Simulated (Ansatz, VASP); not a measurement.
ScSiS3: VASP beside Ansatz

File INCAR:

```
SYSTEM = ScSiS3
  PREC = Accurate
  ENCUT = 600
  EDIFF = 1E-6
  ISMEAR = 0
  SIGMA = 0.1
  LREAL = .FALSE.
  LASPH = .TRUE.
  NELM = 60
  ALGO = Normal
  ISIF = 3
  LWAVE = .FALSE.
  LCHARG = .FALSE.
  GGA = PE
  IBRION = 2
  NSW = 90
  EDIFFG = -0.04
```

Contents of KPOINTS:

```
regular mesh
0
G
  4 4 4
  0 0 0
```

File POSCAR:

```
ScSiS3
1.0
    4.0180456800      0.0000000000      0.0000000000
    0.0000000000      4.0180456800      0.0000000000
    0.0000000000      0.0000000000      4.0180456800
Sc Si S
1 1 3
Direct
    0.0000000000      0.0000000000      0.0000000000
    0.5000000000      0.5000000000      0.5000000000
    0.5000000000      0.0000000000      0.0000000000
    0.0000000000      0.5000000000      0.0000000000
    0.0000000000      0.0000000000      0.5000000000
```

Input for Ansatz:

```yaml
crystal:
  lattice:
    - [4.01804568, 0.0, 0.0]
    - [0.0, 4.01804568, 0.0]
    - [0.0, 0.0, 4.01804568]
  atoms:
    - { symbol: Sc, position: [0.0, 0.0, 0.0] }
    - { symbol: Si, position: [0.5, 0.5, 0.5] }
    - { symbol: S, position: [0.5, 0.0, 0.0] }
    - { symbol: S, position: [0.0, 0.5, 0.0] }
    - { symbol: S, position: [0.0, 0.0, 0.5] }
basis:
  ecutwfc: 420
kpoints:
  mp_grid: { grid: [4, 4, 4] }
hamiltonian:
  xc: pbe
scf:
  occupations: { method: gaussian, width: 0.1 }
  lower_state_search: "off"
output:
  forces: true
  stress: true
  eigenvalues: true
relax:
  adjacent_minimum: "off"
  f_tol: 0.04
  max_steps: 70
  cell: { stress_tol: 0.4 }
```

Alike in both runs: task relaxation of cell and atoms; functional PBE; k mesh 4 × 4 × 4; occupations gaussian, width 0.1 eV; no spin polarisation.

```csv
,VASP,Ansatz
version,VASP 6.6.1,Ansatz 0.2.0
potentials or method,"VASP PAW PBE potentials, release 64 (Sc_sv, Si, S), cutoff 600 eV","scalar-relativistic, plane waves, PAW"
valence electrons in the cell,33,33
```

Ansatz gave:

| Quantity | Value |
| --- | --- |
| gap on the k mesh at the Fermi level, each at its own relaxed structure (eV) | none |
| relaxed volume (Å³/atom) | 23.31 |
| relaxed cell length with the largest relative difference (Å) | 4.885 |

Problem. What did VASP give for the same quantities?

Solution. gap on the k mesh at the Fermi level, each at its own relaxed structure (eV): none; relaxed volume (Å³/atom): 23.46; relaxed cell length with the largest relative difference (Å): 4.895.

A gap of «none» marks a metal or a gap that the smearing closes.

The k mesh is coarse, so the values compare programs but aren't converged. Noted on VASP's run: the volume moved by over 15 % at a fixed basis, so the end points are rough.
